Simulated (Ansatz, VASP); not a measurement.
MgO in VASP and in Ansatz

File INCAR:

```
ALGO = Normal ; EDIFF = 1E-7
ENCUT = 520 ; GGA = PE
ISIF = 2 ; ISMEAR = 0
LASPH = True ; LCHARG = False
LREAL = False ; LWAVE = False
NBANDS = 16 ; NELM = 100
PREC = Accurate ; SIGMA = 0.02
```

Contents of KPOINTS:

```
k-points
0
Gamma
  9 9 6
```

The input POSCAR:

```
MgO
1.0
    3.4863778627      0.0000000000      0.0000000000
   -1.7431889314      3.0192917963      0.0000000000
    0.0000000000      0.0000000000      4.1780412200
Mg O
2 2
Direct
    0.6666666700      0.3333333300      0.7500000000
    0.3333333300      0.6666666700      0.2500000000
    0.6666666700      0.3333333300      0.2500000000
    0.3333333300      0.6666666700      0.7500000000
```

Input for Ansatz:

```yaml
crystal:
  lattice:
    - [3.4863778627, 0.0, 0.0]
    - [-1.7431889314, 3.0192917963, 0.0]
    - [0.0, 0.0, 4.17804122]
  atoms:
    - { symbol: Mg, position: [0.66666667, 0.33333333, 0.75] }
    - { symbol: Mg, position: [0.33333333, 0.66666667, 0.25] }
    - { symbol: O, position: [0.66666667, 0.33333333, 0.25] }
    - { symbol: O, position: [0.33333333, 0.66666667, 0.75] }
basis:
  ecutwfc: 420
kpoints:
  mp_grid: { grid: [9, 9, 6] }
hamiltonian:
  xc: pbe
scf:
  occupations: { method: gaussian, width: 0.02 }
output:
  forces: true
  stress: true
  eigenvalues: true
  populations: true
```

Alike in both runs: task single point; functional PBE; k mesh 9 × 9 × 6; occupations gaussian, width 0.02 eV; no spin polarisation.

|  | VASP | Ansatz |
| --- | --- | --- |
| version | VASP 6.6.1 | Ansatz 0.2.0 |
| potentials or method | VASP PAW PBE potentials, release 64 (Mg, O), cutoff 520 eV | scalar-relativistic, plane waves, PAW |
| valence electrons in the cell | 16 | 32 |

VASP gave:

- gap on the k mesh at the Fermi level (eV): 3.44
- least direct gap on the mesh (eV): 3.44
- pressure (GPa): 4.0
- traceless stress, the component that is largest in VASP (GPa): 0.62

Question: What did Ansatz give for the same quantities?

Answer: gap on the k mesh at the Fermi level (eV): 3.46; least direct gap on the mesh (eV): 3.46; pressure (GPa): 4.5; traceless stress, the component that is largest in VASP (GPa): 0.72.

VASP's potentials hold 16 valence electrons a cell and Ansatz's 32, so a difference there can come from the potentials and not from the codes.
